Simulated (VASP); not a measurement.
Here is a VASP 6.6.1 calculation.

File POSCAR:

```
Cd2Ru
1.0
    4.6701336259      0.0000000000      0.0000000000
   -2.3350668129      4.0444543591      0.0000000000
    0.0000000000      0.0000000000      2.7661927273
Cd Ru
2 1
Direct
    0.3333333333      0.6666666667      0.5000000000
    0.6666666667      0.3333333333      0.5000000000
    0.0000000000      0.0000000000      0.0000000000
```

Contents of INCAR.step1:

```
PREC     = Accurate       # precision mode
ENCUT    = 520            # plane-wave cutoff, eV
ISMEAR   = 0              # smearing method
SIGMA    = 0.1            # smearing width, eV
LREAL    = False          # projectors in reciprocal space
LASPH    = True           # aspherical terms in the spheres
NELM     = 80             # most SCF steps
NBANDS   = 26             # bands
GGA      = PE             # functional
ALGO     = Normal         # electronic algorithm
EDIFF    = 1E-4           # SCF threshold, eV
LWAVE    = True           # write WAVECAR
LCHARG   = False          # write CHGCAR
```

INCAR.step2

```
PREC     = Accurate       # precision mode
ENCUT    = 520            # plane-wave cutoff, eV
EDIFF    = 1E-6           # SCF threshold, eV
ISMEAR   = 0              # smearing method
SIGMA    = 0.1            # smearing width, eV
LREAL    = False          # projectors in reciprocal space
LASPH    = True           # aspherical terms in the spheres
NELM     = 80             # most SCF steps
ALGO     = Normal         # electronic algorithm
ISIF     = 2              # what is computed and relaxed
LWAVE    = False          # write WAVECAR
LCHARG   = False          # write CHGCAR
METAGGA  = R2SCAN         # meta-GGA
LMIXTAU  = True         
NBANDS   = 26             # bands
ISTART   = 1
```

KPOINTS

```
regular mesh
0
Gamma
  6 6 4
```

Potentials or basis: VASP PAW PBE potentials, release 64 (Cd, Ru_pv).

Command:

```console
$ cat potpaw_PBE.64/Cd/POTCAR potpaw_PBE.64/Ru_pv/POTCAR > POTCAR
$ cp INCAR.step1 INCAR
$ mpirun -np 1 vasp_std > vasp.out
$ cp INCAR.step2 INCAR
$ mpirun -np 1 vasp_std > vasp.out
```

Task: Estimate the band gap on the k mesh.

Result: Zero (band 19 reaches 5.85 eV, above the bottom of band 20 at 4.86 eV).

Task: Predict the pressure.

Result: 1.3 GPa.

Stress tensor (GPa, compression positive):
```
1.38 0.00 0.00
0.00 1.38 0.00
0.00 0.00 1.21
```

Caveat: the k points lie up to 0.57 Å⁻¹ apart; the PAW data sets were made with another functional, which shifts forces and pressure a little.
